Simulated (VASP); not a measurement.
Here is a VASP 6.6.1 calculation.

Contents of INCAR:

```
PREC = Accurate ; ENCUT = 520
EDIFF = 1E-7 ; ISMEAR = -1
SIGMA = 0.1 ; LREAL = False
LASPH = True ; NELM = 100
ALGO = Normal ; ISIF = 2
LWAVE = False ; LCHARG = False
GGA = PS ; NBANDS = 10
```

File KPOINTS:

```
Automatic mesh
0
Gamma
  23 23 23
```

The input POSCAR:

```
Ir
1.0
    0.0000000000      1.9895670369      1.9895670369
    1.9895670369      0.0000000000      1.9895670369
    1.9895670369      1.9895670369      0.0000000000
Ir
1
Direct
    0.0000000000      0.0000000000      0.0000000000
```

Potentials or basis: VASP PAW PBE potentials, release 64 (Ir).

The run is started by

```bash
$ cat potpaw_PBE.64/Ir/POTCAR > POTCAR
$ mpirun -np 1 vasp_std > vasp.out
```

Question: Estimate the pressure.

Answer: -32.4 GPa.

Caveat: the PAW data sets were made with another functional, which shifts forces and pressure a little.
